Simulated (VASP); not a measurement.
Au3C, 4 atoms in the cell. The cell holds a slab with vacuum, 4 atoms: a = 2.888 Å, b = 2.888 Å, c = 19.533 Å, α = 90.00°, β = 90.00°, γ = 90.00°. 

| Item | Value |
| --- | --- |
| Program | VASP 6.6.1 |
| Task | relaxation of the atoms |
| Functional | PBEsol |
| Potentials or basis | VASP PAW PBE potentials, release 64 (Au, C) |
| Cutoff | 520 eV |
| k mesh | 9 × 9 × 1 |
| Occupations | gaussian, width 0.1 eV |
| Spin | no spin polarisation |
| Dipole correction | yes |
| Atoms held fixed (from 0) | [0, 1, 3] |
| Further INCAR settings | ALGO = Normal; EDIFF = 1e-07; IBRION = 2; EDIFFG = -0.025; NSW = 50 |

Potentials or basis: VASP PAW PBE potentials, release 64 (Au, C).

The run is started by

```bash
$ cat potpaw_PBE.64/Au/POTCAR potpaw_PBE.64/C/POTCAR > POTCAR
$ mpirun -np 1 vasp_std > vasp.out
```

Hardware: 1 thread of AMD EPYC 7R13 (shared host).

Problem. Estimate the wall time of this run.

Solution. It took 19 min on 1 thread of AMD EPYC 7R13, on a shared host, peak memory 0.28 GiB. Counts: scf iterations 141, k points 15, ion steps 11.
